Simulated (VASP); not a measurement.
A run of VASP 6.6.1 is set up as follows.

INCAR

```
SYSTEM = GaN
PREC = Accurate
ENCUT = 520
EDIFF = 1E-8
ISMEAR = -1
SIGMA = 0.02
LREAL = .FALSE.
LASPH = .TRUE.
NELM = 80
ALGO = Normal
ISIF = 2
LWAVE = .FALSE.
LCHARG = .FALSE.
GGA = PE
LEFG = .TRUE.
NBANDS = 16
```

KPOINTS

```
regular mesh
0
G
  13 13 13
  0 0 0
```

Contents of POSCAR:

```
GaN
1.0
    0.0000000000      1.9925000000      1.9925000000
    1.9925000000      0.0000000000      1.9925000000
    1.9925000000      1.9925000000      0.0000000000
Ga N
1 1
Direct
    0.5000000000      0.5000000000      0.5000000000
    0.0000000000      0.0000000000      0.0000000000
```

Potentials or basis: VASP PAW PBE potentials, release 64 (Ga_d, N).

Command:

```console
$ cat potpaw_PBE.64/Ga_d/POTCAR potpaw_PBE.64/N/POTCAR > POTCAR
$ mpirun -np 1 vasp_std > vasp.out
```

Question: What does it give for the pressure?

Answer: 70.3 GPa.

Question: What does it give for the band gap on the k mesh?

Answer: 1.91 eV, indirect (least direct gap 5.21 eV).

Caveat: without QUAD_EFG the Cq values of the log hold for a quadrupole moment of 1 mb, not for the nuclei. A k mesh can miss the band edges.
